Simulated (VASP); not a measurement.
Be, 4 atoms in the cell. Symmetry: Cmce, No. 64, orthorhombic system. The conventional cell has a = 4.213 Å, b = 2.784 Å, c = 5.679 Å, α = 90.00°, β = 90.00°, γ = 90.00°. Within 2.1 Å of Be (site symmetry m) lie 3 Be at 1.57 to 2.05 Å. 

| Item | Value |
| --- | --- |
| Program | VASP 6.6.1 |
| Task | single point |
| Functional | PBE |
| Potentials or basis | VASP PAW PBE potentials, release 64 (Be) |
| Cutoff | 520 eV |
| k mesh | 12 × 12 × 4 |
| Occupations | fermi-dirac, width 0.005 eV |
| Spin | no spin polarisation |
| Dipole correction | no |
| Further INCAR settings | ALGO = Normal; EDIFF = 1e-06; NBANDS = 12 |

Potentials or basis: VASP PAW PBE potentials, release 64 (Be).

Command:

```console
$ cat potpaw_PBE.64/Be/POTCAR > POTCAR
$ mpirun -np 1 vasp_std > vasp.out
```

Hardware: 1 thread of Intel(R) Xeon(R) 6975P-C (Granite Rapids), with other jobs on the host.

Question: Estimate the wall time of this run.

Answer: Wall time 15 s on 1 thread of Intel(R) Xeon(R) 6975P-C (Granite Rapids), with other jobs on the host, peak memory 0.16 GiB. Counts: scf iterations 11, k points 129.
